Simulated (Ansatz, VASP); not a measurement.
# One calculation of GaN, two programs

Contents of POSCAR:

```
GaN
1.0
    0.0000000000      2.1085153661      2.1085153661
    2.1085153661      0.0000000000      2.1085153661
    2.1085153661      2.1085153661      0.0000000000
Ga N
1 1
Direct
    0.5000000000      0.5000000000      0.5000000000
    0.0000000000      0.0000000000      0.0000000000
```

The input INCAR.step1:

```
  PREC = Accurate
  ENCUT = 520
  ISMEAR = 0
  SIGMA = 0.01
  LREAL = False
  LASPH = True
  NELM = 60
  NBANDS = 16
  GGA = PE
  ALGO = Normal
  EDIFF = 1E-4
  LWAVE = True
  LCHARG = False
```

The input INCAR.step2:

```
  PREC = Accurate
  ENCUT = 520
  EDIFF = 1E-6
  ISMEAR = 0
  SIGMA = 0.01
  LREAL = False
  LASPH = True
  NELM = 60
  ALGO = Normal
  ISIF = 2
  LWAVE = False
  LCHARG = False
  METAGGA = R2SCAN
  LMIXTAU = True
  NBANDS = 16
  ISTART = 1
```

KPOINTS

```
regular mesh
0
Gamma
  10 10 10
```

Input for Ansatz:

```yaml
crystal:
  lattice:
    - [0.0, 2.1085153661, 2.1085153661]
    - [2.1085153661, 0.0, 2.1085153661]
    - [2.1085153661, 2.1085153661, 0.0]
  atoms:
    - { symbol: Ga, position: [0.5, 0.5, 0.5] }
    - { symbol: "N", position: [0.0, 0.0, 0.0] }
kpoints:
  mp_grid: { grid: [10, 10, 10] }
  band_path:
    path:
      - [0.0, 0.0, 0.0]
      - [0.5, 0.0, 0.5]
      - [0.625, 0.25, 0.625]
      - [0.375, 0.375, 0.75]
      - [0.5, 0.5, 0.5]
      - [0.5, 0.25, 0.75]
      - [0.0, 0.174479, -0.177083]
      - [0.0, 0.5, 0.5]
    npoints: 1
hamiltonian:
  xc: r2scan
scf:
  occupations: { method: fixed }
  n_extra_bands: 4
output:
  forces: true
  stress: true
  eigenvalues: true
```

Alike in both runs: task single point; functional r2SCAN; k mesh 10 × 10 × 10; no spin polarisation.

|  | VASP | Ansatz |
| --- | --- | --- |
| version | VASP 6.6.1 | Ansatz 0.2.0 |
| potentials or method | VASP PAW PBE potentials, release 64 (Ga_d, N) | plane waves, PAW |
| plane-wave cutoff (eV) | 520 | 500 |
| occupations | gaussian, width 0.01 eV | fixed |
| valence electrons in the cell | 18 | 18 |

Ansatz gave:

| Quantity | Value |
| --- | --- |
| gap on the k mesh at the Fermi level (eV) | 1.20 |
| pressure (GPa) | 0.0 |

Problem. Estimate VASP's values.

Solution. gap on the k mesh at the Fermi level (eV): 1.18; pressure (GPa): 1.3.

VASP's potentials were made for PBE, not for r2SCAN.
